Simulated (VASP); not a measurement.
Here is a VASP 6.6.1 calculation.

Contents of INCAR:

```
PREC = Accurate ; ENCUT = 520
EDIFF = 1E-6 ; ISMEAR = 0
SIGMA = 0.15 ; LREAL = False
LASPH = True ; NELM = 100
ALGO = Fast ; ISIF = 2
LWAVE = False ; LCHARG = False
GGA = PS ; NBANDS = 22
```

File KPOINTS:

```
Automatic mesh
0
Gamma
  24 24 14
```

Contents of POSCAR:

```
Rh
1.0
    2.5811866414      0.0000000000      0.0000000000
   -1.2905933207      2.2353732034      0.0000000000
    0.0000000000      0.0000000000      4.1558594340
Rh
2
Direct
    0.6666666667      0.3333333333      0.7500000000
    0.3333333333      0.6666666667      0.2500000000
```

Potentials or basis: VASP PAW PBE potentials, release 64 (Rh_pv).

The run is started by

```console
$ cat potpaw_PBE.64/Rh_pv/POTCAR > POTCAR
$ mpirun -np 1 vasp_std > vasp.out
```

**Question.** Estimate the band gap on the k mesh.

**Answer.** Zero (bands 15 and 16 overlap by 3.06 eV).

**Question.** Estimate the pressure.

**Answer.** 48.9 GPa.

Stress tensor (GPa, compression positive):
```
48.04  0.00  0.00
 0.00 48.04  0.00
 0.00  0.00 50.70
```

Caveat: the cell differs from its parent crystal (strain -0.040 along x and y, -0.040 along z); the cell stands under pressure; the PAW data sets were made with another functional, which shifts forces and pressure a little.
